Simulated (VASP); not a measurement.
# MgS (I-4m2) in VASP: further runs, part 2 of 2

VASP 6.6.1. The steps go on from the part before.

## (3) Single point, r2SCAN (biaxial xy strain +5.8%)

The input, POSCAR:

```
MgS
1.0
    0.0000000000      2.9950676979      2.8308768411
    2.9950676979      0.0000000000      2.8308768411
    2.9950676979      2.9950676979      0.0000000000
Mg S
1 1
Direct
    0.0000000000      0.0000000000      0.0000000000
    0.2500000000      0.2500000000      0.2500000000
```

The input, INCAR.step1:

```
SYSTEM = MgS
ALGO = Normal ; EDIFF = 1E-4
ENCUT = 520 ; GGA = PE
ISMEAR = 0 ; LASPH = .True.
LCHARG = .False. ; LREAL = .False.
LWAVE = .True. ; NBANDS = 11
NELM = 60 ; PREC = Accurate
SIGMA = 0.01
```

The input, INCAR.step2:

```
SYSTEM = MgS
ALGO = Normal ; EDIFF = 1E-7
ENCUT = 520 ; ISIF = 2
ISMEAR = 0 ; ISTART = 1
LASPH = .True. ; LCHARG = .False.
LMIXTAU = .True. ; LREAL = .False.
LWAVE = .False. ; METAGGA = R2SCAN
NBANDS = 11 ; NELM = 60
PREC = Accurate ; SIGMA = 0.01
```

The input, KPOINTS:

```
k-points
0
Gamma
  8 8 8
  0 0 0
```

Potentials or basis: VASP PAW PBE potentials, release 64 (Mg, S).

Started as:

```bash
cat potpaw_PBE.64/Mg/POTCAR potpaw_PBE.64/S/POTCAR > POTCAR
cp INCAR.step1 INCAR
mpirun -np 1 vasp_std > vasp.out
cp INCAR.step2 INCAR
mpirun -np 1 vasp_std > vasp.out
```

OUTCAR:

```text
SYSTEM = MgS
   EDIFF = 1E-7
   ENCUT = 520
   ISIF = 2
   ISMEAR = 0
   ISTART = 1
   LASPH = .True.
   LREAL = .False.
   METAGGA = R2SCAN
   NELM = 60
   PREC = Accurate

 ion  position               nearest neighbor table
   1  0.000  0.000  0.000-   2 2.55   2 2.55   2 2.55   2 2.55
   2  0.250  0.250  0.250-   1 2.55   1 2.55   1 2.55   1 2.55

  LATTYP: Found a body centered tetragonal cell.
 ALAT       =     4.2356653586
 C/A-ratio  =     1.3366857867

  Lattice vectors:

[... 514 lines left out ...]
      6       7.4679      0.00000
      7       8.3761      0.00000
      8       9.0496      0.00000
      9      11.1399      0.00000
     10      12.5485      0.00000
     11      13.4150      0.00000

 [... further k-points ...]
[... 5 lines left out ...]
  --------------------------------------------------------------------------------------
  -------------------------------------------------------------------------------------
  Total       -1.9584526     -1.9584526     -1.5064469      0.0000000     -0.0000000      0.0000000
  in kB      -61.7816343    -61.7816343    -47.5225962      0.0000000     -0.0000000      0.0000000
  external PRESSURE =     -57.0286216 kB  Pullay stress =       0.0000000 kB

 VOLUME and BASIS-vectors are now :
 -----------------------------------------------------------------------------
  energy-cutoff  :      520.00
  volume of cell :       50.79
      direct lattice vectors                 reciprocal lattice vectors
     0.000000000  2.995067698  2.830876841    -0.166941135  0.166941135  0.176623721
     2.995067698  0.000000000  2.830876841     0.166941135 -0.166941135  0.176623721
     2.995067698  2.995067698  0.000000000     0.166941135  0.166941135 -0.176623721

 POSITION                                       TOTAL-FORCE (eV/Angst)
 -----------------------------------------------------------------------------------
      0.00000      0.00000      0.00000        -0.000000     -0.000000      0.000000
      1.49753      1.49753      1.41544         0.000000      0.000000     -0.000000
 -----------------------------------------------------------------------------------
    total drift:                                0.000003      0.000003      0.000001

  FREE ENERGIE OF THE ION-ELECTRON SYSTEM (eV)
  ---------------------------------------------------
  free  energy   TOTEN  =       -15.3335414484 eV

  energy  without entropy=      -15.3335414484  energy(sigma->0) =      -15.33354145
```

Wall time 70 s (1 thread of Intel Xeon Platinum 8488C (Sapphire Rapids), shared host); peak memory 0.2 GiB.

Results:

* Free energy: -15.3335 eV
* Pressure: -5.7 GPa
* Band gap on the k mesh: 3.45 eV

Caveat: the cell differs from its parent crystal (biaxial xy strain +5.8%); the cell stands under tension; the PAW data sets were made with another functional, which shifts forces and pressure a little.

## (4) Single point, HSE06 (epitaxial xy strain +5.8%)

The input, POSCAR:

```
MgS
1.0
    0.0000000000      2.9964831363      2.5644749933
    2.9964831363      0.0000000000      2.5644749933
    2.9964831363      2.9964831363      0.0000000000
Mg S
1 1
Direct
    0.0000000000      0.0000000000      0.0000000000
    0.2500000000      0.2500000000      0.2500000000
```

The input, INCAR.step1:

```
SYSTEM = MgS
PREC = Accurate ; ENCUT = 520
EDIFF = 1E-5 ; ISMEAR = 0
SIGMA = 0.01 ; LREAL = .False.
LASPH = .True. ; NELM = 80
ALGO = Normal ; ISIF = 2
LWAVE = .True. ; LCHARG = .False.
NBANDS = 11 ; GGA = PE
```

The input, INCAR.step2:

```
SYSTEM = MgS
PREC = Accurate ; ENCUT = 520
EDIFF = 1E-6 ; ISMEAR = 0
SIGMA = 0.01 ; LREAL = .False.
LASPH = .True. ; NELM = 80
ALGO = Normal ; ISIF = 2
LWAVE = .False. ; LCHARG = .False.
GGA = PE ; LHFCALC = .True.
HFSCREEN = 0.2079 ; PRECFOCK = Normal
NBANDS = 11 ; ISTART = 1
```

The input, KPOINTS:

```
regular mesh
0
Gamma
  6 6 6
  0 0 0
```

Potentials or basis: VASP PAW PBE potentials, release 64 (Mg, S).

Started as:

```bash
cat potpaw_PBE.64/Mg/POTCAR potpaw_PBE.64/S/POTCAR > POTCAR
cp INCAR.step1 INCAR
mpirun -np 1 vasp_std > vasp.out
cp INCAR.step2 INCAR
mpirun -np 1 vasp_std > vasp.out
```

OUTCAR:

```text
SYSTEM = MgS
   PREC = Accurate
   ENCUT = 520
   EDIFF = 1E-6
   ISMEAR = 0
   LREAL = .False.
   LASPH = .True.
   NELM = 80
   ISIF = 2
   GGA = PE
   LHFCALC = .True.
   HFSCREEN = 0.2079
   PRECFOCK = Normal
   ISTART = 1

 ion  position               nearest neighbor table
   1  0.000  0.000  0.000-   2 2.48   2 2.48   2 2.48   2 2.48
   2  0.250  0.250  0.250-   1 2.48   1 2.48   1 2.48   1 2.48

  LATTYP: Found a body centered tetragonal cell.
 ALAT       =     4.2376670908
 C/A-ratio  =     1.2103239534
[... 525 lines left out ...]
      5       6.0867      0.00000
      6       8.1384      0.00000
      7      10.2956      0.00000
      8      11.7994      0.00000
      9      13.7275      0.00000
     10      14.5023      0.00000
     11      16.1002      0.00000

 [... further k-points ...]
[... 5 lines left out ...]
  --------------------------------------------------------------------------------------
  -------------------------------------------------------------------------------------
  Total       -0.7245955     -0.7245955     -0.0191893      0.0000000     -0.0000000     -0.0000000
  in kB      -25.2089117    -25.2089117     -0.6676003      0.0000000     -0.0000000     -0.0000000
  external PRESSURE =     -17.0284745 kB  Pullay stress =       0.0000000 kB

 VOLUME and BASIS-vectors are now :
 -----------------------------------------------------------------------------
  energy-cutoff  :      520.00
  volume of cell :       46.05
      direct lattice vectors                 reciprocal lattice vectors
     0.000000000  2.996483136  2.564474993    -0.166862277  0.166862277  0.194971681
     2.996483136  0.000000000  2.564474993     0.166862277 -0.166862277  0.194971681
     2.996483136  2.996483136  0.000000000     0.166862277  0.166862277 -0.194971681

 POSITION                                       TOTAL-FORCE (eV/Angst)
 -----------------------------------------------------------------------------------
      0.00000      0.00000      0.00000         0.000000      0.000000      0.000000
      1.49824      1.49824      1.28224        -0.000000     -0.000000     -0.000000
 -----------------------------------------------------------------------------------
    total drift:                               -0.000002     -0.000003      0.000005

  FREE ENERGIE OF THE ION-ELECTRON SYSTEM (eV)
  ---------------------------------------------------
  free  energy   TOTEN  =        -9.8014811690 eV

  energy  without entropy=       -9.8014811690  energy(sigma->0) =       -9.80148117
```

OUTCAR.step1:

```text
SYSTEM = MgS
   PREC = Accurate
   ENCUT = 520
   EDIFF = 1E-5
   ISMEAR = 0
   LREAL = .False.
   LASPH = .True.
[... 559 lines left out ...]
      0.00000      0.00000      0.00000         0.000000      0.000000      0.000000
      1.49824      1.49824      1.28224        -0.000000     -0.000000     -0.000000
 -----------------------------------------------------------------------------------
    total drift:                                0.000000      0.000000     -0.000000

  FREE ENERGIE OF THE ION-ELECTRON SYSTEM (eV)
  ---------------------------------------------------
  free  energy   TOTEN  =        -8.4357039647 eV

  energy  without entropy=       -8.4357039646  energy(sigma->0) =       -8.43570396
```

Wall time 14 min (1 thread of Intel Xeon Platinum 8488C (Sapphire Rapids), shared host); peak memory 0.3 GiB.

Results:

| Quantity | Value |
| --- | --- |
| Free energy | -9.8015 eV |
| Pressure | -1.7 GPa |
| Band gap on the k mesh | 4.12 eV |

Stress tensor (GPa, compression positive):
```
-2.52  0.00  0.00
 0.00 -2.52  0.00
 0.00  0.00 -0.07
```

Caveat: the cell differs from its parent crystal (epitaxial xy strain +5.8%); the PAW data sets were made with another functional, which shifts forces and pressure a little. A k mesh can miss the band edges.

## (5) Overview

| level | cell | k mesh | grid for exact exchange (PRECFOCK) | share of exact exchange | screening parameter | gap on the mesh (eV) | pressure (GPa) |
| --- | --- | --- | --- | --- | --- | --- | --- |
| r2SCAN | a = 3.944, b = 3.944, c = 4.238 Å, angles 57.5, 57.5, 65.0°, 2 atoms | 8 × 8 × 8 | - | - | - | 3.76 | -1.8 |
| r2SCAN | a = 4.121, b = 4.121, c = 4.236 Å, angles 59.1, 59.1, 61.8°, 2 atoms | 8 × 8 × 8 | - | - | - | 3.45 | -5.7 |
| HSE06 | a = 3.944, b = 3.944, c = 4.238 Å, angles 57.5, 57.5, 65.0°, 2 atoms | 6 × 6 × 6 | Normal | 0.25 | 0.2079 1/Å | 4.12 | -1.7 |

Alike in all rows: task single point; potentials or basis VASP PAW PBE potentials, release 64 (Mg, S); no spin polarisation; cutoff (eV) 520; smearing gaussian 0.01 eV.

Caveats: the PAW data sets were made with another functional, which shifts forces and pressure a little; the cell stands under tension (at least some runs).

Total energies depend on the potentials used, so only differences within one code and one set of settings carry meaning.
